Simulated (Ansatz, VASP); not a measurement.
## Hf2Pd2Se2Br2O3: VASP beside Ansatz

```xyz
11
Lattice="3.7261 0.0000 0.0000 -1.8631 3.2269 0.0000 0.0000 0.0000 17.0087" Properties=species:S:1:pos:R:3 pbc="T T T"
Hf    1.8631    1.0756   15.8835
Hf    0.0000    2.1513    1.1251
Pd    0.0000    0.0000    5.1533
Pd    0.0000    0.0000   11.8554
Se    0.0000    2.1513    3.8523
Se    1.8631    1.0756   13.1564
Br    1.8631    1.0756    6.7800
Br    0.0000    2.1513   10.2287
O     0.0000    2.1513   15.7652
O     1.8631    1.0756    1.2435
O     0.0000    0.0000    0.0000
```

Alike in both runs: task single point; functional PBE-based screened hybrid; k mesh 4 × 4 × 1; occupations fermi-dirac, width 0.05 eV; no spin polarisation.

|  | VASP | Ansatz |
| --- | --- | --- |
| version | VASP 6.6.1 | Ansatz 0.2.0 |
| potentials or method | VASP PAW PBE potentials, release 64 (Hf_pv, Pd, Se, Br, O) | Ansatz PAW |
| plane-wave cutoff (eV) | 520 | 420 |
| valence electrons in the cell | 84 | 152 |

|  | VASP | Ansatz | Ansatz less VASP |
| --- | --- | --- | --- |
| gap on the k mesh at the Fermi level (eV) | none | none | - |
| pressure (GPa) | -4.5 | -3.3 | +1.13 |
| traceless stress, the component that is largest in VASP (GPa) | 1.38 | 1.23 | -0.146 |
| rms of the force components (eV/Å) | 0.164 | 0.158 | -0.0057 |

VASP's potentials were made for PBE, not for PBE-based screened hybrid. Atom by atom the forces differ by 0.052 eV/Å (rms over components). A gap of «none» marks a metal or a gap that the smearing closes. The functional is the same, so the differences come from potentials, cutoffs and numerics. VASP's potentials hold 84 valence electrons a cell and Ansatz's 152, so a difference there can come from the potentials and not from the codes.

The k mesh is coarse, so the values compare programs but aren't converged. Spin-orbit coupling is off throughout.
